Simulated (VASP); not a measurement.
# Se (Im-3m) in VASP: a series of runs

The runs below take Se through single point, relaxation of cell and atoms, with LDA.

All numbers are computed with VASP 6.6.1; they aren't measurements. Logs are shortened: lines on timing, memory, paths and dates and some standing lists are left out, and cuts for length are marked.

## (1) The cell of the first run

The structure is cubic, space group Im-3m (No. 229). Conventional cell: a = 3.444 Å, b = 3.444 Å, c = 3.444 Å, α = 90.00°, β = 90.00°, γ = 90.00°. Within 3.9 Å of Se (site symmetry m-3m) lie 14 Se at 2.98 to 3.44 Å.

This isn't the form of Se at room conditions, which is trigonal, of chains.

## (2) Single point, LDA (20.43 Å³/atom)

The input, INCAR:

```
SYSTEM = Se
  PREC = Accurate
  ENCUT = 520
  EDIFF = 1E-6
  ISMEAR = -1
  SIGMA = 0.1
  LREAL = .FALSE.
  LASPH = .TRUE.
  NELM = 60
  ALGO = Normal
  ISIF = 2
  LWAVE = .FALSE.
  LCHARG = .TRUE.
  GGA = CA
  LELF = .TRUE.
  LVHAR = .TRUE.
  NBANDS = 9
```

The input, KPOINTS:

```
regular mesh
0
G
  15 15 15
  0 0 0
```

The input, POSCAR:

```
Se
1.0
   -1.7220785693      1.7220785693      1.7220785693
    1.7220785693     -1.7220785693      1.7220785693
    1.7220785693      1.7220785693     -1.7220785693
Se
1
Direct
    0.0000000000      0.0000000000      0.0000000000
```

Potentials or basis: VASP PAW LDA potentials, release 64 (Se).

Launch:

```bash
$ cat potpaw_LDA.64/Se/POTCAR > POTCAR
$ mpirun -np 1 vasp_std > vasp.out
```

OUTCAR:

```text
SYSTEM = Se
   PREC = Accurate
   ENCUT = 520
   EDIFF = 1E-6
   ISMEAR = -1
   LREAL = .FALSE.
   LASPH = .TRUE.
   NELM = 60
   ISIF = 2
   GGA = CA

 ion  position               nearest neighbor table
   1  0.000  0.000  0.000-

  LATTYP: Found a body centered cubic cell.
 ALAT       =     3.4441571386

  Lattice vectors:

 A1 = (  -1.7220785693,   1.7220785693,   1.7220785693)
 A2 = (   1.7220785693,  -1.7220785693,   1.7220785693)
 A3 = (   1.7220785693,   1.7220785693,  -1.7220785693)

Analysis of symmetry for initial positions (statically):
=====================================================================
 Subroutine PRICEL returns:
 Original cell was already a primitive cell.

 Routine SETGRP: Setting up the symmetry group for a
 body centered cubic supercell.

 Subroutine GETGRP returns: Found 48 space group operations
 (whereof 48 operations were pure point group operations)
 out of a pool of 48 trial point group operations.

The static configuration has the point symmetry O_h .

Analysis of symmetry for dynamics (positions and initial velocities):
=====================================================================
 Subroutine PRICEL returns:
 Original cell was already a primitive cell.

 Routine SETGRP: Setting up the symmetry group for a
 body centered cubic supercell.

 Subroutine GETGRP returns: Found 48 space group operations
 (whereof 48 operations were pure point group operations)
 out of a pool of 48 trial point group operations.

The dynamic configuration has the point symmetry O_h .

 Subroutine INISYM returns: Found 48 space group operations
 (whereof 48 operations are pure point group operations),
 and found     1 'primitive' translations

----------------------------------------------------------------------------------------

                                     Primitive cell

  volume of cell :      20.4277

  direct lattice vectors                    reciprocal lattice vectors
    -1.722078569  1.722078569  1.722078569     0.000000000  0.290346799  0.290346799
     1.722078569 -1.722078569  1.722078569     0.290346799  0.000000000  0.290346799
     1.722078569  1.722078569 -1.722078569     0.290346799  0.290346799  0.000000000

  length of vectors
     2.982727577  2.982727577  2.982727577     0.410612381  0.410612381  0.410612381

  position of ions in fractional coordinates (direct lattice)
     0.000000000  0.000000000  0.000000000

  ion indices of the primitive-cell ions
   primitive index   ion index
                 1           1

----------------------------------------------------------------------------------------

 KPOINTS: regular mesh

Automatic generation of k-mesh.
 Grid dimensions read from file:
 generate k-points for:   15   15   15

 Generating k-lattice:

  Cartesian coordinates                     Fractional coordinates (reciprocal lattice)
     0.000000000  0.019356453  0.019356453     0.066666667  0.000000000  0.000000000
     0.019356453  0.000000000  0.019356453     0.000000000  0.066666667  0.000000000
     0.019356453  0.019356453  0.000000000     0.000000000  0.000000000  0.066666667

  Length of vectors
     0.027374159  0.027374159  0.027374159

  Shift w.r.t. Gamma in fractional coordinates (k-lattice)
     0.000000000  0.000000000  0.000000000

 Subroutine IBZKPT returns following result:
 ===========================================

 Found    120 irreducible k-points:

 Following reciprocal coordinates:
            Coordinates               Weight
  0.000000  0.000000  0.000000      1.000000
  0.066667  0.000000  0.000000     12.000000
  0.133333  0.000000  0.000000     12.000000
  0.200000  0.000000  0.000000     12.000000
  0.266667  0.000000  0.000000     12.000000
  0.333333  0.000000  0.000000     12.000000
[... 16 lines left out ...]
  0.333333  0.200000  0.000000     48.000000
  0.400000  0.200000  0.000000     24.000000
 [... further k-points ...]
   k-points           NKPTS =    120   k-points in BZ     NKDIM =    120   number of bands    NBANDS=      9
   number of dos      NEDOS =    301   number of ions     NIONS =      1
   total plane-waves  NPLWV =  13824
   dimension x,y,z NGX =    24 NGY =   24 NGZ =   24
   dimension x,y,z NGXF=    48 NGYF=   48 NGZF=   48
   ions per type =               1
   NGX,Y,Z   is equivalent  to a cutoff of  13.38, 13.38, 13.38 a.u.
   NGXF,Y,Z  is equivalent  to a cutoff of  26.75, 26.75, 26.75 a.u.
 SYSTEM =  Se
   PREC   = accura    normal or accurate (medium, high low for compatibility)
   ISTART =      0    job   : 0-new  1-cont  2-samecut
   ICHARG =      2    charge: 1-file 2-atom 10-const
   ISPIN  =      1    spin polarized calculation?
   LNONCOLLINEAR =      F non collinear calculations
   LSORBIT =      F    spin-orbit coupling
   LASPH  =      T    aspherical Exc in radial PAW
   ENCUT  =  520.0 eV  38.22 Ry    6.18 a.u.   5.55  5.55  5.55*2*pi/ulx,y,z
   NELM   =     60;   NELMIN=  2; NELMDL= -5     # of ELM steps
   EDIFF  = 0.1E-05   stopping-criterion for ELM
   LREAL  =      F    real-space projection
   EDIFFG = 0.1E-04   stopping-criterion for IOM
   NSW    =      0    number of steps for IOM
   IBRION =     -1    ionic relax: 0-MD 1-quasi-New 2-CG
   NFREE  =      0    steps in history (QN), initial steepest desc. (CG)
   ISIF   =      2    stress and relaxation
   ISYM   =      2    0-nonsym 1-usesym 2-fastsym
   POTIM  = 0.5000    time-step for ionic-motion
   TEBEG  =    0.0;   TEEND  =   0.0 temperature during run
   PSTRESS=    0.0 pullay stress
   NELECT =       6.0000    total number of electrons
   NUPDOWN=      -1.0000    fix difference up-down
   EMIN   =  10.00;   EMAX   =-10.00  energy-range for DOS
   EFERMI =   0.00;   METHOD = LEGACY
   ISMEAR =    -1;   SIGMA  =   0.10  broadening in eV -4-tet -1-fermi 0-gaus
   EFERMI_NEDOS =   21; number of points for ismear=-14 and -15
   IALGO  =     38    algorithm
   IMIX   =      4    mixing-type and parameters
     AMIX     =   0.40;   BMIX     =  1.00
     AMIX_MAG =   1.60;   BMIX_MAG =  1.00
  volume/ion in A,a.u.               =      20.43       137.85
  Fermi-wavevector in a.u.,A,eV,Ry     =   1.088226  2.056448 16.112496  1.184235
  Thomas-Fermi vector in A             =   2.224402
   LORBIT       =      0    0 simple, 1 ext, 2 COOP (PROOUT), +10 PAW based schemes
   GGA     = CA    functional components
   LHFCALC =     F    Hartree Fock is set to
   AEXX    =    0.0000 exact exchange contribution
   IVDW    =     0    specifies the selected vdW correction
   LEPSILON=     F    determine dielectric tensor
   LRPA    =     F    only Hartree local field effects (RPA)
 non-spin polarized calculation
  energy-cutoff  :      520.00
  volume of cell :       20.43
 maximum number of plane-waves:       567
   NGX = 11   NGY = 11   NGZ = 11

 number of electron       6.0000000 magnetization

 Free energy of the ion-electron system (eV)
  ---------------------------------------------------
  ext. energy  EPLUGINS =         0.00000000
  ---------------------------------------------------
  free energy    TOTEN  =        -3.69834390 eV

  energy without entropy =       -3.66874599  energy(sigma->0) =       -3.68354494

 E-fermi :   5.4773     XC(G=0): -10.7521

 val. band max:        5.4384734033   @ k =  -0.3333   0.4667   0.2000
 cond. band min:       5.5042747413   @ k =  -0.4000   0.4000   0.0667
 fundamental gap:      0.0658013379
 Fermi energy:         5.4773338779

 k-point     1 :       0.0000    0.0000    0.0000
  band No.  band energies     occupation
      1     -10.5598      2.00000
      2       8.4256      0.00000
      3       8.4256      0.00000
      4       8.4256      0.00000
      5      16.4568      0.00000
      6      17.9389      0.00000
      7      17.9389      0.00000
      8      17.9389      0.00000
      9      20.8759      0.00000

 k-point     2 :       0.0667    0.0000    0.0000
  band No.  band energies     occupation
      1     -10.4672      2.00000
      2       7.8379      0.00000
      3       8.2348      0.00000
      4       8.3915      0.00000
      5      16.7891      0.00000
      6      17.5374      0.00000
      7      17.8373      0.00000
      8      18.3321      0.00000
      9      20.0250      0.00000

 k-point     3 :       0.1333    0.0000    0.0000
  band No.  band energies     occupation
      1     -10.1924      2.00000
      2       6.4280      0.00015
      3       7.7521      0.00000
      4       8.2936      0.00000
      5      16.2207      0.00000
      6      16.7029      0.00000
      7      18.5602      0.00000
      8      19.4209      0.00000
      9      19.9594      0.00000

 k-point     4 :       0.2000    0.0000    0.0000
  band No.  band energies     occupation
      1      -9.7454      2.00000
      2       4.6898      1.99924
      3       7.1494      0.00000
      4       8.1464      0.00000
      5      15.0377      0.00000
      6      15.8356      0.00000
      7      19.4604      0.00000
      8      20.0061      0.00000
      9      21.0316      0.00000
[... 205 lines left out ...]
 k-point    22 :       0.2667    0.2000    0.0000
  band No.  band energies     occupation
      1      -7.6305      2.00000
      2       0.7393      2.00000
      3       3.6422      2.00000
      4       6.8428      0.00000
      5      14.3329      0.00000
      6      16.2976      0.00000
      7      20.0049      0.00000
      8      21.5521      0.00000
      9      24.8107      0.00000

 k-point    23 :       0.3333    0.2000    0.0000
  band No.  band energies     occupation
      1      -7.0761      2.00000
      2      -0.0665      2.00000
      3       3.1119      2.00000
      4       6.6917      0.00001
      5      14.1386      0.00000
      6      16.6289      0.00000
      7      20.1259      0.00000
      8      21.6933      0.00000
      9      25.4963      0.00000

 k-point    24 :       0.4000    0.2000    0.0000
  band No.  band energies     occupation
      1      -6.8463      2.00000
      2      -0.3914      2.00000
      3       2.9408      2.00000
      4       6.6395      0.00002
      5      14.0659      0.00000
      6      16.7749      0.00000
      7      20.3846      0.00000
      8      21.2269      0.00000
      9      26.5032      0.00000

 [... further k-points ...]

------------------------ aborting loop because EDIFF is reached ----------------------------------------

  FORCE on cell =-STRESS in cart. coord.  units (eV):
  Direction    XX          YY          ZZ          XY          YZ          ZX
  --------------------------------------------------------------------------------------
  -------------------------------------------------------------------------------------
  Total       -0.6861618     -0.6861618     -0.6861618     -0.0000000      0.0000000     -0.0000000
  in kB      -53.8168471    -53.8168471    -53.8168471     -0.0000000      0.0000000     -0.0000000
  external PRESSURE =     -53.8168471 kB  Pullay stress =       0.0000000 kB

 VOLUME and BASIS-vectors are now :
 -----------------------------------------------------------------------------
  energy-cutoff  :      520.00
  volume of cell :       20.43
      direct lattice vectors                 reciprocal lattice vectors
    -1.722078569  1.722078569  1.722078569     0.000000000  0.290346799  0.290346799
     1.722078569 -1.722078569  1.722078569     0.290346799  0.000000000  0.290346799
     1.722078569  1.722078569 -1.722078569     0.290346799  0.290346799  0.000000000

 POSITION                                       TOTAL-FORCE (eV/Angst)
 -----------------------------------------------------------------------------------
      0.00000      0.00000      0.00000        -0.000000      0.000000     -0.000000
 -----------------------------------------------------------------------------------
    total drift:                                0.000000      0.000000      0.000000

  FREE ENERGIE OF THE ION-ELECTRON SYSTEM (eV)
  ---------------------------------------------------
  free  energy   TOTEN  =        -3.6983438955 eV

  energy  without entropy=       -3.6687459933  energy(sigma->0) =       -3.68354494
```

It took 33 s on 1 thread of Intel Xeon 8259CL, shared host; peak memory 0.14 GiB.

What came out:

| Item | Value |
| --- | --- |
| Free energy | -3.6983 eV |
| Pressure | -5.4 GPa |
| Band gap on the k mesh | zero (bands 3 and 4 overlap by 6.06 eV) |

Levels at points of the mesh, in eV from the Fermi level:
| k point | band 1 | band 2 | band 3 | band 4 | band 5 | band 6 |
| --- | --- | --- | --- | --- | --- | --- |
| (0.00, 0.00, 0.00) | -16.04 | 2.95 | 2.95 | 2.95 | 10.98 | 12.46 |

Caveat: the cell stands under tension.

## (3) Single point, LDA (21.18 Å³/atom)

This run uses another cell than the first one, of 21.18 Å³/atom.

INCAR, as its differences from that of step 2:

```diff
@@ -8,3 +8,3 @@
   LASPH = .TRUE.
-  NELM = 60
+  NELM = 80
   ALGO = Normal
```

KPOINTS is that of step 2.

The input, POSCAR:

```
Se
1.0
   -1.7430815974      1.7430815974      1.7430815974
    1.7430815974     -1.7430815974      1.7430815974
    1.7430815974      1.7430815974     -1.7430815974
Se
1
Direct
    0.0000000000      0.0000000000      0.0000000000
```

Potentials or basis: VASP PAW LDA potentials, release 64 (Se).

Launch:

```bash
$ cat potpaw_LDA.64/Se/POTCAR > POTCAR
$ mpirun -np 1 vasp_std > vasp.out
```

It used 21 s of CPU time on 1 thread of Intel Xeon 8259CL, with other jobs on the host.

The run converged. Its results:

```
Free energy            : -3.6678 eV
Pressure               : -7.5 GPa
Band gap on the k mesh : zero (bands 3 and 4 overlap by 5.75 eV)
```

Levels at points of the mesh, in eV from the Fermi level:
```csv
k point,band 1,band 2,band 3,band 4,band 5,band 6,band 7
"(0.00, 0.00, 0.00)",-15.72,2.78,2.78,2.78,10.51,12.38,12.38
```

Caveat: the cell stands under tension.

## (4) Relaxation of cell and atoms, LDA

This run uses another cell than the first one, of 21.81 Å³/atom.

The input, INCAR:

```
  PREC = Accurate
  ENCUT = 600
  EDIFF = 1E-6
  ISMEAR = -1
  SIGMA = 0.1
  LREAL = F
  LASPH = T
  NELM = 80
  ALGO = Normal
  ISIF = 3
  LWAVE = F
  LCHARG = F
  IBRION = 2
  NSW = 80
  EDIFFG = -0.01
```

The input, KPOINTS:

```
Automatic mesh
0
Gamma
  13 13 13
```

The input, POSCAR:

```
Se
1.0
   -1.7600399104      1.7600399104      1.7600399104
    1.7600399104     -1.7600399104      1.7600399104
    1.7600399104      1.7600399104     -1.7600399104
Se
1
Direct
    0.0000000000      0.0000000000      0.0000000000
```

Launch:

```bash
$ cat potpaw_LDA.64/Se/POTCAR > POTCAR
$ mpirun -np 1 vasp_std > vasp.out
```

Run time: 32 s. Hardware: 1 thread of Intel Xeon 8259CL, shared host; peak memory 0.14 GiB.

The run converged. Its results:

* Free energy: -3.7372 eV
* Relaxed volume: 18.95 Å³/atom
* Relaxed cell: a = 2.909 Å, b = 2.909 Å, c = 2.909 Å, α = 109.47°, β = 109.47°, γ = 109.47°
* Space group after relaxing (to 0.1 Å): Im-3m (No. 229)
* Energy gained by relaxing: 95.1 meV/atom
* Ionic steps: 3
* Pressure after relaxing: 0.0 GPa
* Band gap on the k mesh: zero (bands 3 and 4 overlap by 6.92 eV)

Step by step:
| step | energy change (eV) | largest force (eV/Å) | pressure (GPa) | volume (Å³) |
| --- | --- | --- | --- | --- |
| 1 | 0.0000 | 0.0000 | -9.33 | 21.81 |
| 2 | -0.0814 | 0.0000 | 5.07 | 18.04 |
| 3 | -0.0951 | 0.0000 | 0.00 | 18.95 |

Final structure:
```
Se
1.0
    -1.67945    1.67945    1.67945
     1.67945   -1.67945    1.67945
     1.67945    1.67945   -1.67945
Se
1
Direct
  0.00000 0.00000 0.00000
```

Levels at points of the mesh, in eV from the Fermi level:
| k point | band 1 | band 2 | band 3 | band 4 | band 5 | band 6 | band 7 |
| --- | --- | --- | --- | --- | --- | --- | --- |
| (0.00, 0.00, 0.00) | -16.77 | 3.30 | 3.30 | 3.30 | 12.00 | 12.60 | 12.60 |

## (5) Overview

| task | cell | k mesh | cutoff (eV) | gap on the mesh (eV) | pressure (GPa) |
| --- | --- | --- | --- | --- | --- |
| single point | a = 2.983 Å, angles 109.5°, 1 atom | 15 × 15 × 15 | 520 | none | -5.4 |
| single point | a = 3.019 Å, angles 109.5°, 1 atom | 15 × 15 × 15 | 520 | none | -7.5 |
| relaxation of cell and atoms | relaxed from a = 3.048 Å, angles 109.5°, 1 atom | 13 × 13 × 13 | 600 | none | 0.0 |

Alike in all rows: level LDA; potentials or basis VASP PAW LDA potentials, release 64 (Se); no spin polarisation; smearing fermi-dirac 0.1 eV.

Caveats: the cell stands under tension (at least some runs).

Absolute energies hang on the potentials; compare differences alone.
